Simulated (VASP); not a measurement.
# B2P2H10 in VASP: single point with PBE

Aim: the single point of B2P2H10 with PBE.

Everything below comes from runs of VASP 6.6.1. Logs are shortened: lines on timing, memory, paths and dates and some standing lists are left out, and cuts for length are marked.

## Step 1: The cell of the first run

The cell holds a cluster in a box, 14 atoms: a = 12.900 Å, b = 12.200 Å, c = 12.200 Å, α = 90.00°, β = 90.00°, γ = 90.00°.

## Step 2: Single point, PBE

INCAR reads:

```
SYSTEM = BPH5
PREC = Accurate ; ENCUT = 520
EDIFF = 1E-6 ; ISMEAR = 0
SIGMA = 0.05 ; LREAL = .False.
LASPH = .True. ; NELM = 60
ALGO = Normal ; ISIF = 2
LWAVE = .False. ; LCHARG = .False.
GGA = PE ; NBANDS = 26
```

KPOINTS reads:

```
Automatic mesh
0
Gamma
  1 1 1
  0 0 0
```

POSCAR reads:

```
BPH5
1.0
   12.9000000000      0.0000000000      0.0000000000
    0.0000000000     12.2000000000      0.0000000000
    0.0000000000      0.0000000000     12.2000000000
B P H
2 2 10
Direct
    0.4551266284      0.4839398775      0.4046198338
    0.6200344228      0.4992402378      0.6066548303
    0.5596761572      0.4098328005      0.4930428819
    0.3962478741      0.5968014505      0.4958161205
    0.4963675954      0.5358413935      0.3320139251
    0.3835681496      0.4276689194      0.3742882083
    0.5135603266      0.3120653515      0.5334300930
    0.6292041530      0.3621332977      0.4164245181
    0.5435835859      0.5234276505      0.6617257237
    0.6548023791      0.5789160331      0.5586776824
    0.6836037084      0.4473733956      0.6580894338
    0.4636305022      0.6794342903      0.5342802184
    0.3436408339      0.5667151443      0.5930099609
    0.3187167354      0.6589286335      0.4420139900
```

Potentials or basis: VASP PAW PBE potentials, release 64 (B, P, H).

Command:

```console
$ cat potpaw_PBE.64/B/POTCAR potpaw_PBE.64/P/POTCAR potpaw_PBE.64/H/POTCAR > POTCAR
$ mpirun -np 1 vasp_gam > vasp.out
```

OUTCAR:

```text
SYSTEM = BPH5
   PREC = Accurate
   ENCUT = 520
   EDIFF = 1E-6
   ISMEAR = 0
   LREAL = .False.
   LASPH = .True.
   NELM = 60
   ISIF = 2
   GGA = PE

 ion  position               nearest neighbor table
   1  0.455  0.484  0.405-   6 1.21   5 1.21   4 1.93   3 1.95
   2  0.620  0.499  0.607-  11 1.21  10 1.22   9 1.23   3 1.93
   3  0.560  0.410  0.493-   8 1.42   7 1.42   2 1.93   1 1.95
   4  0.396  0.597  0.496-  12 1.41  13 1.41  14 1.42   1 1.93
   5  0.496  0.536  0.332-   1 1.21
   6  0.384  0.428  0.374-   1 1.21
   7  0.514  0.312  0.533-   3 1.42
   8  0.629  0.362  0.416-   3 1.42
   9  0.544  0.523  0.662-   2 1.23
  10  0.655  0.579  0.559-   2 1.22
  11  0.684  0.447  0.658-   2 1.21
  12  0.464  0.679  0.534-   4 1.41
  13  0.344  0.567  0.593-   4 1.41
  14  0.319  0.659  0.442-   4 1.42

  LATTYP: Found a simple tetragonal cell.
 ALAT       =    12.2000000000
 C/A-ratio  =     1.0573770492

  Lattice vectors:

 A1 = (   0.0000000000,  12.2000000000,   0.0000000000)
 A2 = (   0.0000000000,   0.0000000000,  12.2000000000)
 A3 = (  12.9000000000,   0.0000000000,   0.0000000000)

Analysis of symmetry for initial positions (statically):
=====================================================================
 Subroutine PRICEL returns:
 Original cell was already a primitive cell.

 Routine SETGRP: Setting up the symmetry group for a
 simple tetragonal supercell.

 Subroutine GETGRP returns: Found  1 space group operations
 (whereof  1 operations were pure point group operations)
 out of a pool of 16 trial point group operations.

The static configuration has the point symmetry C_1 .

Analysis of symmetry for dynamics (positions and initial velocities):
=====================================================================
 Subroutine PRICEL returns:
 Original cell was already a primitive cell.

 Routine SETGRP: Setting up the symmetry group for a
 simple tetragonal supercell.

 Subroutine GETGRP returns: Found  1 space group operations
 (whereof  1 operations were pure point group operations)
 out of a pool of 16 trial point group operations.

The dynamic configuration has the point symmetry C_1 .

 Subroutine INISYM returns: Found  1 space group operations
 (whereof  1 operations are pure point group operations),
 and found     1 'primitive' translations

----------------------------------------------------------------------------------------

                                     Primitive cell

  volume of cell :    1920.0360

  direct lattice vectors                    reciprocal lattice vectors
    12.900000000  0.000000000  0.000000000     0.077519380  0.000000000  0.000000000
     0.000000000 12.200000000  0.000000000     0.000000000  0.081967213  0.000000000
     0.000000000  0.000000000 12.200000000     0.000000000  0.000000000  0.081967213

  length of vectors
    12.900000000 12.200000000 12.200000000     0.077519380  0.081967213  0.081967213

  position of ions in fractional coordinates (direct lattice)
     0.455126628  0.483939877  0.404619834
     0.620034423  0.499240238  0.606654830
     0.559676157  0.409832800  0.493042882
     0.396247874  0.596801451  0.495816121
     0.496367595  0.535841394  0.332013925
     0.383568150  0.427668919  0.374288208
     0.513560327  0.312065352  0.533430093
     0.629204153  0.362133298  0.416424518
     0.543583586  0.523427650  0.661725724
     0.654802379  0.578916033  0.558677682
     0.683603708  0.447373396  0.658089434
     0.463630502  0.679434290  0.534280218
     0.343640834  0.566715144  0.593009961
     0.318716735  0.658928633  0.442013990

  ion indices of the primitive-cell ions
   primitive index   ion index
                 1           1
                 2           2
                 3           3
                 4           4
                 5           5
                 6           6
                 7           7
                 8           8
                 9           9
                10          10
                11          11
                12          12
                13          13
                14          14

----------------------------------------------------------------------------------------

 KPOINTS: Automatic mesh

Automatic generation of k-mesh.
 Grid dimensions read from file:
 generate k-points for:    1    1    1

 Generating k-lattice:

  Cartesian coordinates                     Fractional coordinates (reciprocal lattice)
     0.077519380  0.000000000  0.000000000     1.000000000  0.000000000  0.000000000
     0.000000000  0.081967213  0.000000000     0.000000000  1.000000000  0.000000000
     0.000000000  0.000000000  0.081967213     0.000000000  0.000000000  1.000000000

  Length of vectors
     0.077519380  0.081967213  0.081967213

  Shift w.r.t. Gamma in fractional coordinates (k-lattice)
     0.000000000  0.000000000  0.000000000

 Subroutine IBZKPT returns following result:
 ===========================================

 Found      1 irreducible k-points:

 Following reciprocal coordinates:
            Coordinates               Weight
  0.000000  0.000000  0.000000      1.000000
   k-points           NKPTS =      1   k-points in BZ     NKDIM =      1   number of bands    NBANDS=     26
   number of dos      NEDOS =    301   number of ions     NIONS =     14
   total plane-waves  NPLWV = 884736
   dimension x,y,z NGX =    96 NGY =   96 NGZ =   96
   dimension x,y,z NGXF=   192 NGYF=  192 NGZF=  192
   ions per type =               2   2  10
   NGX,Y,Z   is equivalent  to a cutoff of  12.37, 13.08, 13.08 a.u.
   NGXF,Y,Z  is equivalent  to a cutoff of  24.74, 26.16, 26.16 a.u.
 SYSTEM =  BPH5
   PREC   = accura    normal or accurate (medium, high low for compatibility)
   ISTART =      0    job   : 0-new  1-cont  2-samecut
   ICHARG =      2    charge: 1-file 2-atom 10-const
   ISPIN  =      1    spin polarized calculation?
   LNONCOLLINEAR =      F non collinear calculations
   LSORBIT =      F    spin-orbit coupling
   LASPH  =      T    aspherical Exc in radial PAW
   ENCUT  =  520.0 eV  38.22 Ry    6.18 a.u.  23.99 22.68 22.68*2*pi/ulx,y,z
   NELM   =     60;   NELMIN=  2; NELMDL= -5     # of ELM steps
   EDIFF  = 0.1E-05   stopping-criterion for ELM
   LREAL  =      F    real-space projection
   EDIFFG = 0.1E-04   stopping-criterion for IOM
   NSW    =      0    number of steps for IOM
   IBRION =     -1    ionic relax: 0-MD 1-quasi-New 2-CG
   NFREE  =      0    steps in history (QN), initial steepest desc. (CG)
   ISIF   =      2    stress and relaxation
   ISYM   =      2    0-nonsym 1-usesym 2-fastsym
   POTIM  = 0.5000    time-step for ionic-motion
   TEBEG  =    0.0;   TEEND  =   0.0 temperature during run
   PSTRESS=    0.0 pullay stress
   NELECT =      26.0000    total number of electrons
   NUPDOWN=      -1.0000    fix difference up-down
   EMIN   =  10.00;   EMAX   =-10.00  energy-range for DOS
   EFERMI =   0.00;   METHOD = LEGACY
   ISMEAR =     0;   SIGMA  =   0.05  broadening in eV -4-tet -1-fermi 0-gaus
   EFERMI_NEDOS =   21; number of points for ismear=-14 and -15
   IALGO  =     38    algorithm
   IMIX   =      4    mixing-type and parameters
     AMIX     =   0.40;   BMIX     =  1.00
     AMIX_MAG =   1.60;   BMIX_MAG =  1.00
  volume/ion in A,a.u.               =     137.15       925.50
  Fermi-wavevector in a.u.,A,eV,Ry     =   0.390208  0.737386  2.071654  0.152262
  Thomas-Fermi vector in A             =   1.331993
   LORBIT       =      0    0 simple, 1 ext, 2 COOP (PROOUT), +10 PAW based schemes
   GGA     = PE    functional components
   LHFCALC =     F    Hartree Fock is set to
   AEXX    =    0.0000 exact exchange contribution
   IVDW    =     0    specifies the selected vdW correction
   LEPSILON=     F    determine dielectric tensor
   LRPA    =     F    only Hartree local field effects (RPA)
 non-spin polarized calculation
 Gauss-broadening in eV      SIGMA  =   0.05
  energy-cutoff  :      520.00
  volume of cell :     1920.04
 maximum number of plane-waves:     25820
 NGX is ok and might be reduce to    96
   NGX = 47   NGY = 45   NGZ = 45

 number of electron      26.0000001 magnetization

 Free energy of the ion-electron system (eV)
  ---------------------------------------------------
  ext. energy  EPLUGINS =         0.00000000
  ---------------------------------------------------
  free energy    TOTEN  =       -59.12212430 eV

  energy without entropy =      -59.12212430  energy(sigma->0) =      -59.12212430

 E-fermi :  -6.0349     XC(G=0):  -1.0437

 val. band max:       -6.2677293840   @ k =   0.0000   0.0000   0.0000
 cond. band min:      -0.8891518357   @ k =   0.0000   0.0000   0.0000
 fundamental gap:      5.3785775483
 Fermi energy:        -6.0348633030

 k-point     1 :       0.0000    0.0000    0.0000
  band No.  band energies     occupation
      1     -17.6431      2.00000
      2     -16.0884      2.00000
      3     -12.3882      2.00000
      4     -11.4426      2.00000
      5     -10.8419      2.00000
      6     -10.6769      2.00000
      7      -9.6629      2.00000
      8      -8.4114      2.00000
      9      -8.0783      2.00000
     10      -7.6835      2.00000
     11      -6.5789      2.00000
     12      -6.5166      2.00000
     13      -6.2677      2.00000
     14      -0.8892      0.00000
     15      -0.8096      0.00000
     16      -0.5859      0.00000
     17      -0.2801      0.00000
     18       0.0258      0.00000
     19       0.1775      0.00000
     20       0.5029      0.00000
     21       0.5771      0.00000
     22       0.6276      0.00000
     23       0.7949      0.00000
     24       0.9542      0.00000
     25       1.0702      0.00000
 [bands above 25 left out]

------------------------ aborting loop because EDIFF is reached ----------------------------------------

  FORCE on cell =-STRESS in cart. coord.  units (eV):
  Direction    XX          YY          ZZ          XY          YZ          ZX
  --------------------------------------------------------------------------------------
  -------------------------------------------------------------------------------------
  Total       -0.3245935     -0.2788482     -0.2642657      0.0039812      0.0245890      0.0558608
  in kB       -0.2708576     -0.2326854     -0.2205170      0.0033221      0.0205183      0.0466132
  external PRESSURE =      -0.2413533 kB  Pullay stress =       0.0000000 kB

 VOLUME and BASIS-vectors are now :
 -----------------------------------------------------------------------------
  energy-cutoff  :      520.00
  volume of cell :     1920.04
      direct lattice vectors                 reciprocal lattice vectors
    12.900000000  0.000000000  0.000000000     0.077519380  0.000000000  0.000000000
     0.000000000 12.200000000  0.000000000     0.000000000  0.081967213  0.000000000
     0.000000000  0.000000000 12.200000000     0.000000000  0.000000000  0.081967213

 POSITION                                       TOTAL-FORCE (eV/Angst)
 -----------------------------------------------------------------------------------
      5.87113      5.90407      4.93636        -0.000284     -0.004912      0.005032
      7.99844      6.09073      7.40119        -0.009577      0.018867      0.008874
      7.21982      4.99996      6.01512        -0.005836     -0.060900     -0.010713
      5.11160      7.28098      6.04896        -0.006022      0.033241      0.026840
      6.40314      6.53727      4.05057        -0.006150      0.001145      0.001273
      4.94803      5.21756      4.56632         0.002912     -0.002108      0.000679
      6.62493      3.80720      6.50785         0.019615      0.043094     -0.020593
      8.11673      4.41803      5.08038        -0.027153      0.024916      0.029683
      7.01223      6.38582      8.07305         0.014182     -0.004097     -0.014645
      8.44695      7.06278      6.81587        -0.001658     -0.011264      0.005985
      8.81849      5.45796      8.02869         0.002554      0.000239     -0.003795
      5.98083      8.28910      6.51822        -0.022795     -0.027104     -0.007698
      4.43297      6.91392      7.23472         0.017755      0.009241     -0.033526
      4.11145      8.03893      5.39257         0.022455     -0.020356      0.012604
 -----------------------------------------------------------------------------------
    total drift:                                0.000216      0.000035      0.000222

  FREE ENERGIE OF THE ION-ELECTRON SYSTEM (eV)
  ---------------------------------------------------
  free  energy   TOTEN  =       -59.1221243028 eV

  energy  without entropy=      -59.1221243028  energy(sigma->0) =      -59.12212430
```

It took 2.5 min on 1 thread of Intel Xeon 6975P-C (Granite Rapids), shared host; peak memory 1.3 GiB.

What came out:

```yaml
Free_energy: -59.1221 eV
Largest_force: 0.062 eV/Å
Gap_between_the_frontier_levels: 5.38 eV
```

Forces on the atoms (eV/Å):
```
B    0.000 -0.005  0.005
B   -0.010  0.019  0.009
P   -0.006 -0.061 -0.011
P   -0.006  0.033  0.027
H   -0.006  0.001  0.001
H    0.003 -0.002  0.001
H    0.020  0.043 -0.021
H   -0.027  0.025  0.030
H    0.014 -0.004 -0.015
H   -0.002 -0.011  0.006
H    0.003  0.000 -0.004
H   -0.023 -0.027 -0.008
H    0.018  0.009 -0.034
H    0.022 -0.020  0.013
```
